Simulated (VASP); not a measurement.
# P: single point with r2SCAN

P:

```
P
1.0
     1.73341    1.00078    3.08693
    -1.73341    1.00078    3.08693
     0.00000   -2.00157    3.08693
P
2
Direct
  0.22805 0.22805 0.22805
  0.77195 0.77195 0.77195
```

```
Program                : VASP 6.6.1
Task                   : single point
Functional             : r2SCAN
Potentials or basis    : VASP PAW PBE potentials, release 64 (P)
Cutoff                 : 520 eV
k mesh                 : 15 × 15 × 15
Occupations            : gaussian, width 0.1 eV
Spin                   : no spin polarisation
Dipole correction      : no
Further INCAR settings : ALGO = Normal; EDIFF = 1e-06; NBANDS = 12
```

```yaml
Pressure: -0.6 GPa
Largest_force: 0.088 eV/Å
Band_gap_on_the_k_mesh: zero (bands 5 and 6 overlap by 0.86 eV)
```

Forces in eV/Å, atoms in the order of the input:
```
P    0.000  0.000 -0.088
P    0.000  0.000  0.088
```

Stress tensor (GPa, compression positive):
```
-0.63  0.00  0.00
 0.00 -0.63  0.00
 0.00  0.00 -0.45
```

Levels at points of the mesh, in eV from the Fermi level:
```csv
k point,band 3,band 4,band 5,band 6,band 7,band 8
"(0.00, 0.00, 0.00)",-3.37,-3.28,-3.28,1.50,2.80,2.80
```

It took 4.2 min on 1 thread of Intel(R) Xeon(R) Platinum 8488C (Sapphire Rapids), with other jobs on the host, peak memory 0.23 GiB.

Caveat: the PAW data sets were made with another functional, which shifts forces and pressure a little.
